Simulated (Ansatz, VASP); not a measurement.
ZnAu in VASP and in Ansatz

```
CELL_PARAMETERS angstrom
3.20151 0.00000 0.00000
0.00000 3.20151 0.00000
0.00000 0.00000 3.20151
ATOMIC_POSITIONS crystal
Zn 0.50000 0.50000 0.50000
Au 0.00000 0.00000 0.00000
```

Alike in both runs: task single point; functional PBE; k mesh 14 × 14 × 14; occupations gaussian, width 0.1 eV; no spin polarisation.

|  | VASP | Ansatz |
| --- | --- | --- |
| version | VASP 6.6.1 | Ansatz 0.2.0 |
| potentials or method | VASP PAW PBE potentials, release 64 (Zn, Au), cutoff 520 eV | scalar-relativistic, plane waves, PAW |
| valence electrons in the cell | 23 | 31 |

Ansatz gave:

```
gap on the k mesh at the Fermi level (eV) : none
pressure (GPa)                            : -1.6
```

Task: Estimate VASP's values.

Result: gap on the k mesh at the Fermi level (eV): none; pressure (GPa): -1.5.

A gap of «none» marks a metal or a gap that the smearing closes. VASP's potentials hold 23 valence electrons a cell and Ansatz's 31, so a difference there can come from the potentials and not from the codes.

Neither program's run includes spin-orbit coupling.
